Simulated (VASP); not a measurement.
# GaP (R-3m) in VASP: further runs

The runs below take GaP through single point, with LDA.

Program: VASP 6.6.1. These are calculated values, not measurements. Logs are shortened: lines on timing, memory, paths and dates and some standing lists are left out, and cuts for length are marked.

## Step 1: The cell of the first run

The structure is trigonal, space group R-3m (No. 166). The conventional cell has a = 3.951 Å, b = 3.951 Å, c = 17.433 Å, α = 90.00°, β = 90.00°, γ = 120.00°. Ga (site symmetry 3m) has 1 Ga at 2.23 Å and 3 P at 2.41 Å within 3.0 Å. P (site symmetry 3m) has 1 P at 2.02 Å and 3 Ga at 2.41 Å within 2.7 Å.

## Step 2: Single point, LDA (19.64 Å³/atom)

File INCAR:

```
SYSTEM = GaP
ALGO = Normal
EDIFF = 1E-6
ENCUT = 520
ISIF = 2
ISMEAR = 0
LASPH = .True.
LCHARG = .False.
LREAL = .False.
LWAVE = .False.
NBANDS = 26
NELM = 100
PREC = Accurate
SIGMA = 0.05
```

File KPOINTS:

```
k-points
0
Gamma
  9 9 9
  0 0 0
```

File POSCAR:

```
GaP
1.0
    1.9755694290      1.1405955417      5.8109399186
   -1.9755694290      1.1405955417      5.8109399186
    0.0000000000     -2.2811910833      5.8109399186
Ga P
2 2
Direct
    0.4359784395      0.4359784395      0.4359784395
    0.5640215605      0.5640215605      0.5640215605
    0.0580350955      0.0580350955      0.0580350955
    0.9419649045      0.9419649045      0.9419649045
```

Potentials or basis: VASP PAW LDA potentials, release 64 (Ga_d, P).

On the command line:

```bash
> cat potpaw_LDA.64/Ga_d/POTCAR potpaw_LDA.64/P/POTCAR > POTCAR
> mpirun -np 1 vasp_std > vasp.out
```

OUTCAR:

```text
SYSTEM = GaP
   EDIFF = 1E-6
   ENCUT = 520
   ISIF = 2
   ISMEAR = 0
   LASPH = .True.
   LREAL = .False.
   NELM = 100
   PREC = Accurate

 ion  position               nearest neighbor table
   1  0.436  0.436  0.436-   2 2.23   3 2.41   3 2.41   3 2.41
   2  0.564  0.564  0.564-   1 2.23   4 2.41   4 2.41   4 2.41
   3  0.058  0.058  0.058-   4 2.02   1 2.41   1 2.41   1 2.41
   4  0.942  0.942  0.942-   3 2.02   2 2.41   2 2.41   2 2.41

  LATTYP: Found a trigonal (rhomboedric) cell.
 ALAT       =     6.2426641345
 COS(alpha) =     0.7997029052

  Lattice vectors:

 A1 = (   1.9755694290,   1.1405955417,   5.8109399186)
 A2 = (  -1.9755694290,   1.1405955417,   5.8109399186)
 A3 = (   0.0000000000,  -2.2811910833,   5.8109399186)

Analysis of symmetry for initial positions (statically):
=====================================================================
 Subroutine PRICEL returns:
 Original cell was already a primitive cell.

 Routine SETGRP: Setting up the symmetry group for a
 trigonal (rhombohedral) supercell.

 Subroutine GETGRP returns: Found 12 space group operations
 (whereof 12 operations were pure point group operations)
 out of a pool of 12 trial point group operations.

The static configuration has the point symmetry D_3d.

Analysis of symmetry for dynamics (positions and initial velocities):
=====================================================================
 Subroutine PRICEL returns:
 Original cell was already a primitive cell.

 Routine SETGRP: Setting up the symmetry group for a
 trigonal (rhombohedral) supercell.

 Subroutine GETGRP returns: Found 12 space group operations
 (whereof 12 operations were pure point group operations)
 out of a pool of 12 trial point group operations.

The dynamic configuration has the point symmetry D_3d.

 Subroutine INISYM returns: Found 12 space group operations
 (whereof 12 operations are pure point group operations),
 and found     1 'primitive' translations

----------------------------------------------------------------------------------------

                                     Primitive cell

  volume of cell :      78.5636

  direct lattice vectors                    reciprocal lattice vectors
     1.975569429  1.140595542  5.810939919     0.253091586  0.146122495  0.057363067
    -1.975569429  1.140595542  5.810939919    -0.253091586  0.146122495  0.057363067
     0.000000000 -2.281191083  5.810939919     0.000000000 -0.292244991  0.057363067

  length of vectors
     6.242664134  6.242664134  6.242664134     0.297821517  0.297821517  0.297821517

  position of ions in fractional coordinates (direct lattice)
     0.435978439  0.435978439  0.435978439
     0.564021561  0.564021561  0.564021561
     0.058035096  0.058035096  0.058035096
     0.941964904  0.941964904  0.941964904

  ion indices of the primitive-cell ions
   primitive index   ion index
                 1           1
                 2           2
                 3           3
                 4           4

----------------------------------------------------------------------------------------

 KPOINTS: k-points

Automatic generation of k-mesh.
 Grid dimensions read from file:
 generate k-points for:    9    9    9

 Generating k-lattice:

  Cartesian coordinates                     Fractional coordinates (reciprocal lattice)
     0.028121287  0.016235833  0.006373674     0.111111111 -0.000000000 -0.000000000
    -0.028121287  0.016235833  0.006373674    -0.000000000  0.111111111 -0.000000000
     0.000000000 -0.032471666  0.006373674     0.000000000  0.000000000  0.111111111

  Length of vectors
     0.033091280  0.033091280  0.033091280

  Shift w.r.t. Gamma in fractional coordinates (k-lattice)
     0.000000000  0.000000000  0.000000000

 Subroutine IBZKPT returns following result:
 ===========================================

 Found     85 irreducible k-points:

 Following reciprocal coordinates:
            Coordinates               Weight
  0.000000  0.000000  0.000000      1.000000
  0.111111  0.000000 -0.000000      6.000000
  0.222222  0.000000  0.000000      6.000000
  0.333333  0.000000  0.000000      6.000000
  0.444444  0.000000  0.000000      6.000000
  0.111111  0.111111 -0.000000      6.000000
[... 16 lines left out ...]
 -0.333333  0.333333  0.000000      6.000000
  0.444444  0.444444  0.000000      6.000000
 [... further k-points ...]
   k-points           NKPTS =     85   k-points in BZ     NKDIM =     85   number of bands    NBANDS=     26
   number of dos      NEDOS =    301   number of ions     NIONS =      4
   total plane-waves  NPLWV = 110592
   dimension x,y,z NGX =    48 NGY =   48 NGZ =   48
   dimension x,y,z NGXF=    96 NGYF=   96 NGZF=   96
   ions per type =               2   2
   NGX,Y,Z   is equivalent  to a cutoff of  12.78, 12.78, 12.78 a.u.
   NGXF,Y,Z  is equivalent  to a cutoff of  25.57, 25.57, 25.57 a.u.
 SYSTEM =  GaP
   PREC   = accura    normal or accurate (medium, high low for compatibility)
   ISTART =      0    job   : 0-new  1-cont  2-samecut
   ICHARG =      2    charge: 1-file 2-atom 10-const
   ISPIN  =      1    spin polarized calculation?
   LNONCOLLINEAR =      F non collinear calculations
   LSORBIT =      F    spin-orbit coupling
   LASPH  =      T    aspherical Exc in radial PAW
   ENCUT  =  520.0 eV  38.22 Ry    6.18 a.u.  11.61 11.61 11.61*2*pi/ulx,y,z
   NELM   =    100;   NELMIN=  2; NELMDL= -5     # of ELM steps
   EDIFF  = 0.1E-05   stopping-criterion for ELM
   LREAL  =      F    real-space projection
[... 7 lines left out ...]
   TEBEG  =    0.0;   TEEND  =   0.0 temperature during run
   PSTRESS=    0.0 pullay stress
   NELECT =      36.0000    total number of electrons
   NUPDOWN=      -1.0000    fix difference up-down
   EMIN   =  10.00;   EMAX   =-10.00  energy-range for DOS
   EFERMI =   0.00;   METHOD = LEGACY
   ISMEAR =     0;   SIGMA  =   0.05  broadening in eV -4-tet -1-fermi 0-gaus
   EFERMI_NEDOS =   21; number of points for ismear=-14 and -15
   IALGO  =     38    algorithm
   IMIX   =      4    mixing-type and parameters
     AMIX     =   0.40;   BMIX     =  1.00
     AMIX_MAG =   1.60;   BMIX_MAG =  1.00
  volume/ion in A,a.u.               =      19.64       132.54
  Fermi-wavevector in a.u.,A,eV,Ry     =   1.262123  2.385067 21.673473  1.592955
  Thomas-Fermi vector in A             =   2.395548
   LORBIT       =      0    0 simple, 1 ext, 2 COOP (PROOUT), +10 PAW based schemes
   GGA     = CA    functional components
   LHFCALC =     F    Hartree Fock is set to
   AEXX    =    0.0000 exact exchange contribution
   IVDW    =     0    specifies the selected vdW correction
   LEPSILON=     F    determine dielectric tensor
   LRPA    =     F    only Hartree local field effects (RPA)
 non-spin polarized calculation
 Gauss-broadening in eV      SIGMA  =   0.05
  energy-cutoff  :      520.00
  volume of cell :       78.56
 maximum number of plane-waves:      2157
   NGX = 23   NGY = 23   NGZ = 23

 number of electron      36.0000000 magnetization

 Free energy of the ion-electron system (eV)
  ---------------------------------------------------
  ext. energy  EPLUGINS =         0.00000000
  ---------------------------------------------------
  free energy    TOTEN  =       -19.84266875 eV

  energy without entropy =      -19.84266274  energy(sigma->0) =      -19.84266575

 E-fermi :   5.2300     XC(G=0): -10.2815

 val. band max:        5.1394066096   @ k =   0.0000   0.0000   0.0000
 cond. band min:       5.3253009790   @ k =   0.1111   0.1111   0.1111
 fundamental gap:      0.1858943695
 Fermi energy:         5.2300468400

 k-point     1 :       0.0000    0.0000    0.0000
  band No.  band energies     occupation
      1     -10.0687      2.00000
      2      -9.8022      2.00000
      3      -9.8022      2.00000
      4      -9.7014      2.00000
      5      -9.7014      2.00000
      6      -9.6364      2.00000
[... 18 lines left out ...]
     25       9.4377      0.00000
     26      12.7732      0.00000

 k-point     2 :       0.1111    0.0000   -0.0000
  band No.  band energies     occupation
      1     -10.0662      2.00000
      2      -9.8167      2.00000
      3      -9.8022      2.00000
      4      -9.7068      2.00000
      5      -9.6966      2.00000
      6      -9.6455      2.00000
[... 18 lines left out ...]
     25       9.5584      0.00000
     26      13.2003      0.00000

 k-point     3 :       0.2222    0.0000    0.0000
  band No.  band energies     occupation
      1     -10.0601      2.00000
      2      -9.8494      2.00000
      3      -9.8022      2.00000
      4      -9.7199      2.00000
      5      -9.6845      2.00000
      6      -9.6620      2.00000
[... 18 lines left out ...]
     25      10.4514      0.00000
     26      12.6069      0.00000

 k-point     4 :       0.3333    0.0000    0.0000
  band No.  band energies     occupation
      1     -10.0535      2.00000
      2      -9.8812      2.00000
      3      -9.8023      2.00000
      4      -9.7337      2.00000
      5      -9.6756      2.00000
      6      -9.6707      2.00000
[... 18 lines left out ...]
     25      11.7343      0.00000
     26      12.8833      0.00000
[... 496 lines left out ...]
      1     -10.0464      2.00000
      2      -9.8658      2.00000
      3      -9.8226      2.00000
      4      -9.7652      2.00000
      5      -9.6949      2.00000
      6      -9.6336      2.00000
[... 18 lines left out ...]
     25      12.3187      0.00000
     26      13.7662      0.00000

 k-point    23 :      -0.3333    0.3333    0.0000
  band No.  band energies     occupation
      1     -10.0452      2.00000
      2      -9.8807      2.00000
      3      -9.8204      2.00000
      4      -9.7440      2.00000
      5      -9.7112      2.00000
      6      -9.6239      2.00000
[... 18 lines left out ...]
     25      12.4556      0.00000
     26      12.7359      0.00000

 k-point    24 :       0.4444    0.4444    0.0000
  band No.  band energies     occupation
      1     -10.0486      2.00000
      2      -9.8381      2.00000
      3      -9.8120      2.00000
      4      -9.8108      2.00000
      5      -9.6631      2.00000
      6      -9.6600      2.00000
[... 18 lines left out ...]
     25      13.2481      0.00000
     26      14.4858      0.00000

 [... further k-points ...]
[... 5 lines left out ...]
  --------------------------------------------------------------------------------------
  -------------------------------------------------------------------------------------
  Total       -3.2513935     -3.2513935     11.4788205      0.0000000      0.0000000      0.0000000
  in kB      -66.3068681    -66.3068681    234.0918233      0.0000000      0.0000000      0.0000000
  external PRESSURE =      33.8260290 kB  Pullay stress =       0.0000000 kB

 VOLUME and BASIS-vectors are now :
 -----------------------------------------------------------------------------
  energy-cutoff  :      520.00
  volume of cell :       78.56
      direct lattice vectors                 reciprocal lattice vectors
     1.975569429  1.140595542  5.810939919     0.253091586  0.146122495  0.057363067
    -1.975569429  1.140595542  5.810939919    -0.253091586  0.146122495  0.057363067
     0.000000000 -2.281191083  5.810939919     0.000000000 -0.292244991  0.057363067

 POSITION                                       TOTAL-FORCE (eV/Angst)
 -----------------------------------------------------------------------------------
      0.00000      0.00000      7.60033         0.000000     -0.000000     -1.370548
      0.00000      0.00000      9.83249         0.000000      0.000000      1.370548
      0.00000      0.00000      1.01172         0.000000      0.000000      2.434365
      0.00000      0.00000     16.42110         0.000000     -0.000000     -2.434365
 -----------------------------------------------------------------------------------
    total drift:                                0.000000      0.000000      0.000000

  FREE ENERGIE OF THE ION-ELECTRON SYSTEM (eV)
  ---------------------------------------------------
  free  energy   TOTEN  =       -19.8426687513 eV

  energy  without entropy=      -19.8426627446  energy(sigma->0) =      -19.84266575
```

Run time: 3 min. Hardware: 1 thread of AMD EPYC 9R45 (Zen 5), shared host; peak memory 0.31 GiB.

What came out:

```
Free energy            : -19.8427 eV
Pressure               : 3.4 GPa
Largest force          : 2.434 eV/Å
Band gap on the k mesh : 0.19 eV
```

Forces in eV/Å, atoms in the order of the input:
```
Ga   0.000  0.000 -1.371
Ga   0.000  0.000  1.371
P    0.000  0.000  2.434
P    0.000  0.000 -2.434
```

Stress tensor (GPa, compression positive):
```
-6.63  0.00  0.00
 0.00 -6.63  0.00
 0.00  0.00 23.41
```

Caveat: the stress differs along the axes, from -7 to 23 GPa; semilocal functionals underestimate gaps, and a narrow one can read as zero; forces of over 1 eV/Å act on the atoms, so gaps and moduli don't describe the material at rest. A k mesh can miss the band edges.

## Step 3: Single point, LDA

This run uses another cell than the first one, of the same volume but with other edges.

File INCAR:

```
PREC     = Accurate       # precision mode
ENCUT    = 520            # plane-wave cutoff, eV
EDIFF    = 1E-6           # SCF threshold, eV
ISMEAR   = 0              # smearing method
SIGMA    = 0.05           # smearing width, eV
LREAL    = False          # projectors in reciprocal space
LASPH    = True           # aspherical terms in the spheres
NELM     = 100            # most SCF steps
ALGO     = Normal         # electronic algorithm
ISIF     = 2              # what is computed and relaxed
LWAVE    = False          # write WAVECAR
LCHARG   = True           # write CHGCAR
LELF     = True           # ELF
LVHAR    = True         
NBANDS   = 26             # bands
```

File KPOINTS:

```
regular mesh
0
Gamma
  9 9 9
```

File POSCAR:

```
GaP
1.0
    1.8972662911      1.0953872039      6.3004910352
   -1.8972662911      1.0953872039      6.3004910352
    0.0000000000     -2.1907744078      6.3004910352
Ga P
2 2
Direct
    0.4359784395      0.4359784395      0.4359784395
    0.5640215605      0.5640215605      0.5640215605
    0.0580350955      0.0580350955      0.0580350955
    0.9419649045      0.9419649045      0.9419649045
```

Potentials or basis: VASP PAW LDA potentials, release 64 (Ga_d, P).

On the command line:

```bash
> cat potpaw_LDA.64/Ga_d/POTCAR potpaw_LDA.64/P/POTCAR > POTCAR
> mpirun -np 1 vasp_std > vasp.out
```

It took 3.9 min on 1 thread of AMD EPYC 9R45 (Zen 5), shared host; peak memory 0.32 GiB.

Results (log left out):

```
Free energy            : -20.4072 eV
Pressure               : 0.1 GPa
Largest force          : 0.039 eV/Å
Band gap on the k mesh : 0.75 eV (least direct gap 1.16 eV)
```

Forces on the atoms (eV/Å):
```
Ga   0.000  0.000 -0.007
Ga   0.000  0.000  0.007
P    0.000  0.000 -0.039
P    0.000  0.000  0.039
```

Stress tensor (GPa, compression positive):
```
 0.15  0.00  0.00
 0.00  0.15  0.00
 0.00  0.00 -0.02
```

Levels at points of the mesh, in eV from the valence-band top:
| k point | band 15 | band 16 | band 17 | band 18 | band 19 | band 20 | band 21 | band 22 |
| --- | --- | --- | --- | --- | --- | --- | --- | --- |
| (0.00, 0.00, 0.00) | -1.84 | -0.24 | 0.00 | 0.00 | 1.16 | 1.86 | 2.72 | 3.62 |

Caveat: semilocal functionals underestimate gaps, and a narrow one can read as zero. A k mesh can miss the band edges.

## Step 4: Single point, LDA (20.16 Å³/atom)

This run uses another cell than the first one, of 20.16 Å³/atom.

File INCAR:

```
SYSTEM = GaP
PREC = Accurate
ENCUT = 520
EDIFF = 1E-6
ISMEAR = 0
SIGMA = 0.05
LREAL = .FALSE.
LASPH = .TRUE.
NELM = 100
ALGO = Normal
ISIF = 2
LWAVE = .FALSE.
LCHARG = .FALSE.
NBANDS = 26
```

File KPOINTS:

```
Automatic mesh
0
G
  9 9 9
  0 0 0
```

File POSCAR:

```
GaP
1.0
    1.9530828310      1.1276128982      6.1041650800
   -1.9530828310      1.1276128982      6.1041650800
    0.0000000000     -2.2552257965      6.1041650800
Ga P
2 2
Direct
    0.4359784395      0.4359784395      0.4359784395
    0.5640215605      0.5640215605      0.5640215605
    0.0580350955      0.0580350955      0.0580350955
    0.9419649045      0.9419649045      0.9419649045
```

On the command line:

```bash
> cat potpaw_LDA.64/Ga_d/POTCAR potpaw_LDA.64/P/POTCAR > POTCAR
> mpirun -np 1 vasp_std > vasp.out
```

Wall time 3.3 min (1 thread of AMD EPYC 9R45 (Zen 5), shared host); peak memory 0.31 GiB.

Results (log left out):

| Property | Result |
| --- | --- |
| Free energy | -20.2747 eV |
| Pressure | -1.1 GPa |
| Largest force | 0.814 eV/Å |
| Band gap on the k mesh | 0.62 eV (least direct gap 0.63 eV) |

Forces on the atoms (eV/Å):
```
Ga   0.000  0.000 -0.526
Ga   0.000  0.000  0.526
P    0.000  0.000  0.814
P    0.000  0.000 -0.814
```

Stress tensor (GPa, compression positive):
```
-5.25  0.00  0.00
 0.00 -5.25  0.00
 0.00  0.00  7.25
```

Levels at points of the mesh, in eV from the valence-band top:
```tsv
k point	band 14	band 15	band 16	band 17	band 18	band 19	band 20	band 21	band 22	band 23
(0.00, 0.00, 0.00)	-2.11	-2.11	-0.14	0.00	0.00	0.63	1.80	3.23	3.33	3.33
```

Caveat: the stress differs along the axes, from -5 to 7 GPa; semilocal functionals underestimate gaps, and a narrow one can read as zero. A k mesh can miss the band edges.

## Step 5: Summary

```csv
cell,gap on the mesh (eV),pressure (GPa),largest force (eV/Å)
"a = 6.243 Å, angles 36.9°, 4 atoms",0.19,3.4,2.43
"a = 6.671 Å, angles 33.0°, 4 atoms",0.75,0.1,0.04
"a = 6.507 Å, angles 34.9°, 4 atoms",0.62,-1.1,0.81
```

Alike in all rows: task single point; level LDA; potentials or basis VASP PAW LDA potentials, release 64 (Ga_d, P); no spin polarisation; k mesh 9 × 9 × 9; cutoff (eV) 520; smearing gaussian 0.05 eV.

Caveats: semilocal functionals underestimate gaps, and a narrow one can read as zero; the stress differs along the axes, from -7 to 23 GPa (at least some runs); forces of over 1 eV/Å act on the atoms, so gaps and moduli don't describe the material at rest (at least some runs); the stress differs along the axes, from -5 to 7 GPa (at least some runs).

Absolute energies hang on the potentials; compare differences alone.
